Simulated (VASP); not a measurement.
Ba4Zr3BHO12 (a cell with a defect): single point with PBEsol

System: Ba4Zr3BHO12 (a cell with a defect).

```
Ba B Zr O H
1.0
     8.36196    0.00000    0.00000
     0.00000    8.36196    0.00000
     0.00000    0.00000    4.18098
Ba B Zr O H
4 1 3 12 1
Direct
  0.98926 0.00747 0.99521
  0.00374 0.49945 0.01061
  0.49734 0.00042 0.03257
  0.48765 0.51194 0.99886
  0.24447 0.24105 0.50515
  0.25869 0.75072 0.50411
  0.75730 0.23948 0.50650
  0.74913 0.73935 0.47780
  0.25300 0.24903 0.98518
  0.24637 0.73818 0.99842
  0.75188 0.24171 0.96868
  0.74791 0.75038 0.01578
  0.00156 0.24533 0.49390
  0.98347 0.74645 0.48326
  0.50852 0.25337 0.50816
  0.50710 0.74391 0.48170
  0.25293 0.99447 0.49664
  0.24520 0.50027 0.50001
  0.74170 0.00251 0.50271
  0.74211 0.50071 0.49132
  0.25045 0.25912 0.24044
```

* Program: VASP 6.6.1
* Task: single point
* Functional: PBEsol
* Potentials or basis: VASP PAW PBE potentials, release 64 (Ba_sv, B, Zr_sv, O, H)
* Cutoff: 520 eV
* k mesh: 1 × 1 × 1, shifted
* Occupations: fermi-dirac, width 0.05 eV
* Spin: collinear spin
* Starting moments: [0.0, 0.0, 0.0, 0.0, 0.143, 0.0, 0.0, 0.0, 0.143, 0.0, 0.0, 0.0, 0.143, 0.0, 0.143, 0.0, 0.143, 0.143, 0.0, 0.0, 0.143] μB

* Largest force: 8.612 eV/Å
* Net moment: 1.00 μB per cell
* Site moments: Ba -0.00; B +0.32; Zr +0.02, +0.00 (each value once); O +0.12, -0.00, +0.07, +0.11, +0.06, +0.09 (each value once); H +0.08 μB
* Valence electrons inside the program's atomic spheres: Ba 7.91, 7.92 (each value once); B 1.45; Zr 9.79, 9.93, 9.99; O 4.97, 5.03, 5.05, 4.96, 4.93, 5.07, 4.95, 4.94, 5.04 (each value once); H 0.80

Forces in eV/Å, atoms in the order of the input:
```
Ba   0.876 -0.107  0.008
Ba   0.465 -0.491 -0.208
Ba  -0.235  1.218 -0.451
Ba   0.122 -1.850 -0.143
B   -0.758 -1.089  8.510
Zr  -1.691 -0.815 -0.152
Zr  -1.924  1.844 -1.452
Zr   0.200  0.849  1.880
O   -0.074 -0.301 -5.007
O    0.422  0.656  0.033
O    0.566 -0.013  2.460
O   -0.166 -0.041 -2.243
O    1.727 -0.145  0.097
O    2.791  0.284  0.313
O   -0.928 -0.292 -0.510
O   -2.191  0.295  0.313
O   -0.171  1.114  0.273
O   -0.045  0.148 -0.101
O    0.274 -1.407 -0.183
O    0.393 -0.755  0.071
H    0.345  0.898 -3.506
```

Levels at points of the mesh, in eV from the Fermi level:
Spin up:
| k point | band 75 | band 76 | band 77 | band 78 | band 79 | band 80 |
| --- | --- | --- | --- | --- | --- | --- |
| (0.25, 0.25, 0.25) | -1.67 | -1.48 | -0.36 | 2.66 | 2.81 | 3.10 |
Spin down:
```
           k point  band 72  band 73  band 74  band 75  band 76  band 77  band 78  band 79  band 80  band 81
(0.25, 0.25, 0.25)    -2.03    -1.91    -1.74    -1.57    -1.40     0.36     2.67     2.84     3.11     3.35
```

Run time: 2.6 min on 1 thread of AMD EPYC 7R43 64-Core Processor (Zen 3) (shared host), peak memory 0.44 GiB.

Caveat: the cell carries a net charge on a neutralising background, which shifts energy and pressure; the cell is charged against a uniform background, so pressure and absolute levels hang on convention; the PAW data sets were made with another functional, which shifts forces and pressure a little; spin-orbit coupling is left out, which moves the levels of the heavy elements.
